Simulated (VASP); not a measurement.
Wanted: the native input for a VASP 6.6.1 run.

| Item | Value |
| --- | --- |
| Task | single point |
| Functional | PBE |
| Potentials or basis | VASP PAW PBE potentials, release 64 (K_sv, Nb_sv, O) |
| Cutoff | 520 eV |
| k mesh | 6 × 6 × 4 |
| Occupations | gaussian, width 0.1 eV |
| Spin | collinear spin, zero start |
| Starting moments | [0.0, 0.0, 0.0, 0.0, 0.0] μB |
| Dipole correction | no |
| Further INCAR settings | ALGO = Normal; EDIFF = 1e-06; NBANDS = 37 |

The structure of K2Nb2O lies in POSCAR:

```
K2Nb2O
1.0
    3.4080525584      0.0000000021      0.0000000000
   -1.7040262810      2.9514600919      0.0000000000
    0.0000000000      0.0000000000     12.1264138404
K Nb O
2 2 1
Direct
    0.6666666667      0.3333333333      0.8740642830
    0.3333333333      0.6666666667      0.1259357170
    0.6666666667      0.3333333333      0.4296570588
    0.3333333333      0.6666666667      0.5703429412
    0.0000000000      0.0000000000      0.0000000000
```

The cell was generated, and may not be a known phase.

One way to write it, as run:

INCAR

```
PREC     = Accurate       # precision mode
ENCUT    = 520            # plane-wave cutoff, eV
EDIFF    = 1E-6           # SCF threshold, eV
ISMEAR   = 0              # smearing method
SIGMA    = 0.1            # smearing width, eV
LREAL    = F              # projectors in reciprocal space
LASPH    = T              # aspherical terms in the spheres
NELM     = 150            # most SCF steps
ALGO     = Normal         # electronic algorithm
ISIF     = 2              # what is computed and relaxed
LWAVE    = F              # write WAVECAR
LCHARG   = F              # write CHGCAR
ISPIN    = 2              # spin polarisation
MAGMOM   = 0 0 0 0 0      # initial moments
LORBIT   = 11             # projections on sites
LMAXMIX  = 4              # l up to which the mixer works
GGA      = PE             # functional
NBANDS   = 37             # bands
```

KPOINTS

```
regular mesh
0
Gamma
  6 6 4
```

Potentials or basis: VASP PAW PBE potentials, release 64 (K_sv, Nb_sv, O).

Launch:

```sh
$ cat potpaw_PBE.64/K_sv/POTCAR potpaw_PBE.64/Nb_sv/POTCAR potpaw_PBE.64/O/POTCAR > POTCAR
$ mpirun -np 1 vasp_std > vasp.out
```

It gave:

```json
{"Pressure": "0.1 GPa", "Largest force": "0.052 eV/Å", "Band gap on the k mesh": "zero (filled and empty bands overlap)", "Net moment": "0.00 μB per cell", "Valence electrons inside the program's atomic spheres": "K 7.63; Nb 10.76; O 4.93"}
```

Wall time 4.1 min on 1 thread of AMD EPYC 9R45 96-Core Processor (Zen 5), on a shared host, peak memory 0.37 GiB.
